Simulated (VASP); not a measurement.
A run of VASP 6.6.1 is set up as follows.

File INCAR:

```
SYSTEM = Ti
ALGO = Normal
EDIFF = 1E-6
ENCUT = 520
GGA = PS
ISIF = 2
ISMEAR = -1
ISPIN = 2
LASPH = .TRUE.
LCHARG = .FALSE.
LMAXMIX = 4
LORBIT = 11
LREAL = .FALSE.
LWAVE = .FALSE.
MAGMOM = 1 1
NBANDS = 23
NELM = 150
PREC = Accurate
SIGMA = 0.05
```

The input KPOINTS:

```
k-points
0
G
  12 12 7
  0 0 0
```

The input POSCAR:

```
Ti
1.0
    2.9006741627      0.0000000000      0.0000000000
   -1.4503370813      2.5120575130      0.0000000000
    0.0000000000      0.0000000000      4.5927264989
Ti
2
Direct
    0.3333333333      0.6666666667      0.2500000000
    0.6666666667      0.3333333333      0.7500000000
```

Potentials or basis: VASP PAW PBE potentials, release 64 (Ti_sv).

Launch:

```console
$ cat potpaw_PBE.64/Ti_sv/POTCAR > POTCAR
$ mpirun -np 1 vasp_std > vasp.out
```

Problem. Estimate the band gap on the k mesh.

Solution. Zero (filled and empty bands overlap).

Problem. Predict the pressure.

Solution. -0.2 GPa.

Problem. What does it give for the net moment?

Solution. 0.00 μB per cell.

Caveat: the PAW data sets were made with another functional, which shifts forces and pressure a little.
